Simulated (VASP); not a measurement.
A run of VASP 6.6.1:

Contents of INCAR:

```
SYSTEM = Ga2O3
ALGO = Normal
EDIFF = 1E-6
ENCUT = 600
GGA = PE
GGA_COMPAT = .False.
ISIF = 2
ISMEAR = 0
LASPH = .True.
LCHARG = .True.
LELF = .True.
LREAL = .False.
LVHAR = .True.
LWAVE = .False.
NBANDS = 55
NELM = 120
PREC = Accurate
SIGMA = 0.02
```

Contents of KPOINTS:

```
k-points
0
Gamma
  6 6 6
  0 0 0
```

Contents of POSCAR:

```
Ga2O3
1.0
    2.5289757301      1.4601048354      4.5413217403
   -2.5289757301      1.4601048354      4.5413217403
    0.0000000000     -2.9202096202      4.5413217566
Ga O
4 6
Direct
    0.3558414589      0.3558414589      0.3558414589
    0.1441585411      0.1441585411      0.1441585411
    0.6441585411      0.6441585411      0.6441585411
    0.8558414589      0.8558414589      0.8558414589
    0.5531021262      0.9468978738      0.2500000000
    0.2500000000      0.5531021262      0.9468978738
    0.9468978738      0.2500000000      0.5531021262
    0.4468978738      0.0531021262      0.7500000000
    0.7500000000      0.4468978738      0.0531021262
    0.0531021262      0.7500000000      0.4468978738
```

Potentials or basis: VASP PAW PBE potentials, release 64 (Ga_d, O).

Run with:

```sh
$ cat potpaw_PBE.64/Ga_d/POTCAR potpaw_PBE.64/O/POTCAR > POTCAR
$ mpirun -np 1 vasp_std > vasp.out
```

Hardware: 1 thread of Oxide Virtual Turin-like Processor, on a shared host.

Task: Estimate the wall time of this run.

Result: Wall time 11 min on 1 thread of Oxide Virtual Turin-like Processor, on a shared host, peak memory 0.37 GiB. Counts: scf iterations 14, k points 32.
